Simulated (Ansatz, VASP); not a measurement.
Two plane-wave programs on B

The input INCAR:

```
PREC = Accurate
ENCUT = 600
EDIFF = 1E-7
ISMEAR = 0
SIGMA = 0.1
LREAL = F
LASPH = T
NELM = 60
ALGO = Normal
ISIF = 3
LWAVE = F
LCHARG = F
GGA = PE
IBRION = 2
NSW = 90
EDIFFG = -0.04
```

Contents of KPOINTS:

```
Automatic mesh
0
Gamma
  6 6 6
```

The input POSCAR:

```
B
1.0
    1.6305061821     -2.7634056047      0.0000000000
    1.6305061821      2.7634056047      0.0000000000
    0.0000000000      0.0000000000      3.2653500666
B
4
Direct
    0.1525000000      0.8475000000      0.0785000000
    0.6525000000      0.3475000000      0.4215000000
    0.8475000000      0.1525000000      0.9215000000
    0.3475000000      0.6525000000      0.5785000000
```

Input for Ansatz:

```yaml
crystal:
  lattice:
    - [1.6305061821, -2.7634056047, 0.0]
    - [1.6305061821, 2.7634056047, 0.0]
    - [0.0, 0.0, 3.2653500666]
  atoms:
    - { symbol: B, position: [0.1525, 0.8475, 0.0785] }
    - { symbol: B, position: [0.6525, 0.3475, 0.4215] }
    - { symbol: B, position: [0.8475, 0.1525, 0.9215] }
    - { symbol: B, position: [0.3475, 0.6525, 0.5785] }
basis:
  ecutwfc: 420
kpoints:
  mp_grid: { grid: [6, 6, 6] }
hamiltonian:
  xc: pbe
scf:
  occupations: { method: gaussian, width: 0.1 }
  lower_state_search: "off"
output:
  forces: true
  stress: true
  eigenvalues: true
relax:
  adjacent_minimum: "off"
  f_tol: 0.04
  max_steps: 70
  cell: { stress_tol: 0.4 }
```

Alike in both runs: task relaxation of cell and atoms; functional PBE; k mesh 6 × 6 × 6; occupations gaussian, width 0.1 eV; no spin polarisation.

|  | VASP | Ansatz |
| --- | --- | --- |
| version | VASP 6.6.1 | Ansatz 0.2.0 |
| potentials or method | VASP PAW PBE potentials, release 64 (B), cutoff 600 eV | scalar-relativistic, plane waves, PAW |
| valence electrons in the cell | 12 | 12 |

```csv
,VASP,Ansatz,Ansatz less VASP
"gap on the k mesh at the Fermi level, each at its own relaxed structure (eV)",none,none,-
relaxed volume (Å³/atom),6.39,6.39,+0.002
relaxed cell length with the largest relative difference (Å),3.265,3.263,-0.0013
```

A gap of «none» marks a metal or a gap that the smearing closes.

The k mesh is coarse, so the values compare programs but aren't converged.
